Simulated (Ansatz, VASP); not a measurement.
# Rh in VASP and in Ansatz

```
Rh
1.0
    -1.51103    1.51103    1.51103
     1.51103   -1.51103    1.51103
     1.51103    1.51103   -1.51103
Rh
1
Direct
  0.00000 0.00000 0.00000
```

Alike in both runs: task relaxation of cell and atoms; functional LDA; k mesh 20 × 20 × 20; occupations gaussian, width 0.1 eV; no spin polarisation.

```csv
,VASP,Ansatz
version,VASP 6.6.1,Ansatz 0.2.0
potentials or method,"VASP PAW LDA potentials, release 64 (Rh_pv), cutoff 500 eV","scalar-relativistic, plane waves, PAW"
valence electrons in the cell,15,17
```

Ansatz gave:

```
gap on the k mesh at the Fermi level, each at its own relaxed structure (eV) : none
relaxed volume (Å³/atom)                                                     : 13.58
relaxed cell length with the largest relative difference (Å)                 : 2.604
```

Problem. Which values does VASP return?

Solution. gap on the k mesh at the Fermi level, each at its own relaxed structure (eV): none; relaxed volume (Å³/atom): 13.63; relaxed cell length with the largest relative difference (Å): 2.606.

LDA's correlation is that of Perdew and Zunger in VASP and of Perdew and Wang (1992) in Ansatz. A gap of «none» marks a metal or a gap that the smearing closes. VASP's potentials hold 15 valence electrons a cell and Ansatz's 17, so a difference there can come from the potentials and not from the codes.
